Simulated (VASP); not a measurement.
# C (Fd-3m) in VASP: single point with PBE

Aim: the single point of C with PBE.

Everything below comes from runs of VASP 6.6.1. Logs are shortened: lines on timing, memory, paths and dates and some standing lists are left out, and cuts for length are marked.

## (1) The cell of the first run

The structure is cubic, space group Fd-3m (No. 227). Conventional cell: a = 3.567 Å, b = 3.567 Å, c = 3.567 Å, α = 90.00°, β = 90.00°, γ = 90.00°. C (site symmetry -43m) has 4 C at 1.54 Å within 2.1 Å.

## (2) Single point, PBE

Input file INCAR:

```
PREC = Accurate ; ENCUT = 600
EDIFF = 1E-6 ; ISMEAR = 0
SIGMA = 0.01 ; LREAL = False
LASPH = True ; NELM = 120
ALGO = Normal ; ISIF = 2
LWAVE = False ; LCHARG = False
GGA = PE ; NBANDS = 11
GGA_COMPAT = False
```

Input file KPOINTS:

```
regular mesh
0
Gamma
  5 5 5
```

Input file POSCAR:

```
C
1.0
    2.5220660000      0.0000000000      0.0000000000
    1.2610330000      2.1841732260      0.0000000000
    1.2610330000      0.7280577420      2.0592582659
C
2
Direct
    0.0000000000      0.0000000000      0.0000000000
    0.2500000000      0.2500000000      0.2500000000
```

Potentials or basis: VASP PAW PBE potentials, release 64 (C).

Launch:

```console
$ cat potpaw_PBE.64/C/POTCAR > POTCAR
$ mpirun -np 1 vasp_std > vasp.out
```

OUTCAR:

```text
PREC = Accurate
   ENCUT = 600
   EDIFF = 1E-6
   ISMEAR = 0
   LREAL = False
   LASPH = True
   NELM = 120
   ISIF = 2
   GGA = PE

 ion  position               nearest neighbor table
   1  0.000  0.000  0.000-   2 1.54   2 1.54   2 1.54   2 1.54
   2  0.250  0.250  0.250-   1 1.54   1 1.54   1 1.54   1 1.54

  LATTYP: Found a face centered cubic cell.
 ALAT       =     3.5667399424

  Lattice vectors:

 A1 = (   2.5220660000,   0.0000000000,   0.0000000000)
 A2 = (   1.2610330000,   2.1841732260,   0.0000000000)
 A3 = (   1.2610330000,   0.7280577420,   2.0592582659)

Analysis of symmetry for initial positions (statically):
=====================================================================
 Subroutine PRICEL returns:
 Original cell was already a primitive cell.

 Routine SETGRP: Setting up the symmetry group for a
 face centered cubic supercell.

 Subroutine GETGRP returns: Found 48 space group operations
 (whereof 24 operations were pure point group operations)
 out of a pool of 48 trial point group operations.

The static configuration has the point symmetry T_d .
 The point group associated with its full space group is O_h .

Analysis of symmetry for dynamics (positions and initial velocities):
=====================================================================
 Subroutine PRICEL returns:
 Original cell was already a primitive cell.

 Routine SETGRP: Setting up the symmetry group for a
 face centered cubic supercell.

 Subroutine GETGRP returns: Found 48 space group operations
 (whereof 24 operations were pure point group operations)
 out of a pool of 48 trial point group operations.

The dynamic configuration has the point symmetry T_d .
 The point group associated with its full space group is O_h .

 Subroutine INISYM returns: Found 48 space group operations
 (whereof 24 operations are pure point group operations),
 and found     1 'primitive' translations

----------------------------------------------------------------------------------------

                                     Primitive cell

  volume of cell :      11.3437

  direct lattice vectors                    reciprocal lattice vectors
     2.522066000  0.000000000  0.000000000     0.396500329 -0.228919572 -0.161870582
     1.261033000  2.184173226  0.000000000     0.000000000  0.457839144 -0.161870582
     1.261033000  0.728057742  2.059258266     0.000000000  0.000000000  0.485611745

  length of vectors
     2.522066000  2.522066000  2.522066000     0.485611745  0.485611745  0.485611745

  position of ions in fractional coordinates (direct lattice)
     0.000000000  0.000000000  0.000000000
     0.250000000  0.250000000  0.250000000

  ion indices of the primitive-cell ions
   primitive index   ion index
                 1           1
                 2           2

----------------------------------------------------------------------------------------

 KPOINTS: regular mesh

Automatic generation of k-mesh.
 Grid dimensions read from file:
 generate k-points for:    5    5    5

 Generating k-lattice:

  Cartesian coordinates                     Fractional coordinates (reciprocal lattice)
     0.079300066 -0.045783914 -0.032374116     0.200000000 -0.000000000 -0.000000000
     0.000000000  0.091567829 -0.032374116     0.000000000  0.200000000  0.000000000
     0.000000000  0.000000000  0.097122349     0.000000000  0.000000000  0.200000000

  Length of vectors
     0.097122349  0.097122349  0.097122349

  Shift w.r.t. Gamma in fractional coordinates (k-lattice)
     0.000000000  0.000000000  0.000000000

 Subroutine IBZKPT returns following result:
 ===========================================

 Found     10 irreducible k-points:

 Following reciprocal coordinates:
            Coordinates               Weight
  0.000000  0.000000  0.000000      1.000000
  0.200000 -0.000000 -0.000000      8.000000
  0.400000 -0.000000  0.000000      8.000000
  0.200000  0.200000  0.000000      6.000000
  0.400000  0.200000  0.000000     24.000000
 -0.400000  0.200000 -0.000000     24.000000
 -0.200000  0.200000 -0.000000     12.000000
  0.400000  0.400000  0.000000      6.000000
 -0.400000  0.400000 -0.000000     12.000000
 -0.400000  0.400000  0.200000     24.000000
   k-points           NKPTS =     10   k-points in BZ     NKDIM =     10   number of bands    NBANDS=     11
   number of dos      NEDOS =    301   number of ions     NIONS =      2
   total plane-waves  NPLWV =   8000
   dimension x,y,z NGX =    20 NGY =   20 NGZ =   20
   dimension x,y,z NGXF=    40 NGYF=   40 NGZF=   40
   ions per type =               2
   NGX,Y,Z   is equivalent  to a cutoff of  13.18, 13.18, 13.18 a.u.
   NGXF,Y,Z  is equivalent  to a cutoff of  26.37, 26.37, 26.37 a.u.
 SYSTEM =  unknown system
   PREC   = accura    normal or accurate (medium, high low for compatibility)
   ISTART =      0    job   : 0-new  1-cont  2-samecut
   ICHARG =      2    charge: 1-file 2-atom 10-const
   ISPIN  =      1    spin polarized calculation?
   LNONCOLLINEAR =      F non collinear calculations
   LSORBIT =      F    spin-orbit coupling
   LASPH  =      T    aspherical Exc in radial PAW
   ENCUT  =  600.0 eV  44.10 Ry    6.64 a.u.   5.04  5.04  5.04*2*pi/ulx,y,z
   NELM   =    120;   NELMIN=  2; NELMDL= -5     # of ELM steps
   EDIFF  = 0.1E-05   stopping-criterion for ELM
   LREAL  =      F    real-space projection
   EDIFFG = 0.1E-04   stopping-criterion for IOM
   NSW    =      0    number of steps for IOM
   IBRION =     -1    ionic relax: 0-MD 1-quasi-New 2-CG
   NFREE  =      0    steps in history (QN), initial steepest desc. (CG)
   ISIF   =      2    stress and relaxation
   ISYM   =      2    0-nonsym 1-usesym 2-fastsym
   POTIM  = 0.5000    time-step for ionic-motion
   TEBEG  =    0.0;   TEEND  =   0.0 temperature during run
   PSTRESS=    0.0 pullay stress
   NELECT =       8.0000    total number of electrons
   NUPDOWN=      -1.0000    fix difference up-down
   EMIN   =  10.00;   EMAX   =-10.00  energy-range for DOS
   EFERMI =   0.00;   METHOD = LEGACY
   ISMEAR =     0;   SIGMA  =   0.01  broadening in eV -4-tet -1-fermi 0-gaus
   EFERMI_NEDOS =   21; number of points for ismear=-14 and -15
   IALGO  =     38    algorithm
   IMIX   =      4    mixing-type and parameters
     AMIX     =   0.40;   BMIX     =  1.00
     AMIX_MAG =   1.60;   BMIX_MAG =  1.00
  volume/ion in A,a.u.               =       5.67        38.28
  Fermi-wavevector in a.u.,A,eV,Ry     =   1.457203  2.753714 28.891162  2.123440
  Thomas-Fermi vector in A             =   2.574032
   LORBIT       =      0    0 simple, 1 ext, 2 COOP (PROOUT), +10 PAW based schemes
   GGA     = PE    functional components
   LHFCALC =     F    Hartree Fock is set to
   AEXX    =    0.0000 exact exchange contribution
   IVDW    =     0    specifies the selected vdW correction
   LEPSILON=     F    determine dielectric tensor
   LRPA    =     F    only Hartree local field effects (RPA)
 non-spin polarized calculation
 Gauss-broadening in eV      SIGMA  =   0.01
  energy-cutoff  :      600.00
  volume of cell :       11.34
 maximum number of plane-waves:       384
   NGX =  9   NGY =  9   NGZ =  9

 number of electron       7.9999999 magnetization

 Free energy of the ion-electron system (eV)
  ---------------------------------------------------
  ext. energy  EPLUGINS =         0.00000000
  ---------------------------------------------------
  free energy    TOTEN  =       -18.15612520 eV

  energy without entropy =      -18.15612520  energy(sigma->0) =      -18.15612520

 E-fermi :   9.8413     XC(G=0): -13.2463

 val. band max:        9.7390967741   @ k =   0.0000   0.0000   0.0000
 cond. band min:      13.9044405422   @ k =   0.4000   0.4000   0.0000
 fundamental gap:      4.1653437681
 Fermi energy:         9.8413357257

 k-point     1 :       0.0000    0.0000    0.0000
  band No.  band energies     occupation
      1     -11.7415      2.00000
      2       9.7391      2.00000
      3       9.7391      2.00000
      4       9.7391      2.00000
      5      15.3266      0.00000
      6      15.3266      0.00000
      7      15.3266      0.00000
      8      23.0704      0.00000
      9      29.0305      0.00000
     10      36.2675      0.00000
     11      36.2675      0.00000

 k-point     2 :       0.2000   -0.0000   -0.0000
  band No.  band energies     occupation
      1     -10.6394      2.00000
      2       4.8566      2.00000
      3       8.4158      2.00000
      4       8.4158      2.00000
      5      17.0440      0.00000
      6      17.0440      0.00000
      7      17.4783      0.00000
      8      23.9636      0.00000
      9      30.2408      0.00000
     10      32.2259      0.00000
     11      32.2259      0.00000

 k-point     3 :       0.4000   -0.0000    0.0000
  band No.  band energies     occupation
      1      -7.4758      2.00000
      2      -1.6746      2.00000
      3       7.1129      2.00000
      4       7.1129      2.00000
      5      18.1567      0.00000
      6      18.1567      0.00000
      7      18.4903      0.00000
      8      25.2917      0.00000
      9      31.0664      0.00000
     10      34.2595      0.00000
     11      34.2598      0.00000
[... 71 lines left out ...]
 k-point     9 :      -0.4000    0.4000   -0.0000
  band No.  band energies     occupation
      1      -2.9790      2.00000
      2      -2.3665      2.00000
      3       0.9625      2.00000
      4       4.0448      2.00000
      5      15.0867      0.00000
      6      18.7327      0.00000
      7      24.8895      0.00000
      8      25.7289      0.00000
      9      29.6411      0.00000
     10      33.7824      0.00000
     11      37.0474      0.00000

 k-point    10 :      -0.4000    0.4000    0.2000
  band No.  band energies     occupation
      1      -4.8110      2.00000
      2      -0.4281      2.00000
      3       1.4172      2.00000
      4       3.3563      2.00000
      5      18.6908      0.00000
      6      19.5958      0.00000
      7      21.4871      0.00000
      8      24.8284      0.00000
      9      29.2745      0.00000
     10      32.3740      0.00000
     11      37.8628      0.00000

------------------------ aborting loop because EDIFF is reached ----------------------------------------

  FORCE on cell =-STRESS in cart. coord.  units (eV):
  Direction    XX          YY          ZZ          XY          YZ          ZX
  --------------------------------------------------------------------------------------
  -------------------------------------------------------------------------------------
  Total        0.1450666      0.1450666      0.1450666     -0.0000000     -0.0000000     -0.0000000
  in kB       20.4891421     20.4891421     20.4891421     -0.0000000     -0.0000000     -0.0000000
  external PRESSURE =      20.4891421 kB  Pullay stress =       0.0000000 kB

 VOLUME and BASIS-vectors are now :
 -----------------------------------------------------------------------------
  energy-cutoff  :      600.00
  volume of cell :       11.34
      direct lattice vectors                 reciprocal lattice vectors
     2.522066000  0.000000000  0.000000000     0.396500329 -0.228919572 -0.161870582
     1.261033000  2.184173226  0.000000000     0.000000000  0.457839144 -0.161870582
     1.261033000  0.728057742  2.059258266     0.000000000  0.000000000  0.485611745

 POSITION                                       TOTAL-FORCE (eV/Angst)
 -----------------------------------------------------------------------------------
      0.00000      0.00000      0.00000         0.000000      0.000000     -0.000000
      1.26103      0.72806      0.51481        -0.000000     -0.000000      0.000000
 -----------------------------------------------------------------------------------
    total drift:                                0.000000      0.000000      0.000000

  FREE ENERGIE OF THE ION-ELECTRON SYSTEM (eV)
  ---------------------------------------------------
  free  energy   TOTEN  =       -18.1561251968 eV

  energy  without entropy=      -18.1561251968  energy(sigma->0) =      -18.15612520
```

Wall time 2.7 s (1 thread of Intel Xeon 6975P-C (Granite Rapids), shared host); peak memory 0.11 GiB.

What came out:

```yaml
Free_energy: -18.1561 eV
Pressure: 2.0 GPa
Band_gap_on_the_k_mesh: 4.17 eV, indirect (least direct gap 5.59 eV)
```

Levels at points of the mesh, in eV from the valence-band top:
```tsv
k point	band 1	band 2	band 3	band 4	band 5	band 6	band 7	band 8	band 9
(0.00, 0.00, 0.00)	-21.48	0.00	0.00	0.00	5.59	5.59	5.59	13.33	19.29
```

Caveat: the k points lie up to 0.61 Å⁻¹ apart. A k mesh can miss the band edges.
